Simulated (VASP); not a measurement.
The system is V.

```
V
1.0
    -1.51435    1.51435    1.51435
     1.51435   -1.51435    1.51435
     1.51435    1.51435   -1.51435
V
1
Direct
  0.00000 0.00000 0.00000
```

Base run:

| Item | Value |
| --- | --- |
| Program | VASP 6.6.1 |
| Functional | PBE |
| Potentials or basis | VASP PAW PBE potentials, release 64 (V_sv) |
| Cutoff | 520 eV |
| k mesh | 17 × 17 × 17 |
| Occupations | methfessel-paxton, width 0.1 eV |
| Spin | collinear spin, ferromagnetic start |
| Starting moments | [2.0] μB |

Its results: pressure -5.1 GPa; net moment 0.00 μB per cell.

Problem. The run is repeated on the same cell with these changes: k mesh from 17 × 17 × 17 to 14 × 14 × 14. What comes out?

Solution. Pressure -5.6 GPa; net moment 0.00 μB per cell.

Caveats: the cell stands under tension.
